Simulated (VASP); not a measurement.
Set up this calculation in VASP 6.6.1, as the native input.

* Task: single point
* Functional: PBE
* Potentials or basis: VASP PAW PBE potentials, release 64 (Al, Ru_pv)
* Cutoff: 520 eV
* k mesh: 12 × 12 × 12
* Occupations: fermi-dirac, width 0.05 eV
* Spin: no spin polarisation
* Dipole correction: no
* Further INCAR settings: ALGO = Normal; EDIFF = 1e-07; NBANDS = 16

The structure of AlRu lies in POSCAR:

```
AlRu
1.0
    3.0309676725      0.0000000000      0.0000000000
    0.0000000000      3.0309676725      0.0000000000
    0.0000000000      0.0000000000      3.0309676725
Al Ru
1 1
Direct
    0.0000000000      0.0000000000      0.0000000000
    0.5000000000      0.5000000000      0.5000000000
```

This cell differs from its parent crystal: volume scaled by 1.04.

One way to write it, as run:

INCAR

```
SYSTEM = AlRu
PREC = Accurate
ENCUT = 520
EDIFF = 1E-7
ISMEAR = -1
SIGMA = 0.05
LREAL = .False.
LASPH = .True.
NELM = 100
ALGO = Normal
ISIF = 2
LWAVE = .False.
LCHARG = .False.
GGA = PE
NBANDS = 16
```

KPOINTS

```
Automatic mesh
0
Gamma
  12 12 12
  0 0 0
```

Potentials or basis: VASP PAW PBE potentials, release 64 (Al, Ru_pv).

Run with:

```sh
$ cat potpaw_PBE.64/Al/POTCAR potpaw_PBE.64/Ru_pv/POTCAR > POTCAR
$ mpirun -np 1 vasp_std > vasp.out
```

Results of the run:

- Pressure: -5.3 GPa

Wall time 11 s on 1 thread of Intel(R) Xeon(R) 6975P-C (Granite Rapids) (shared host), peak memory 0.16 GiB.
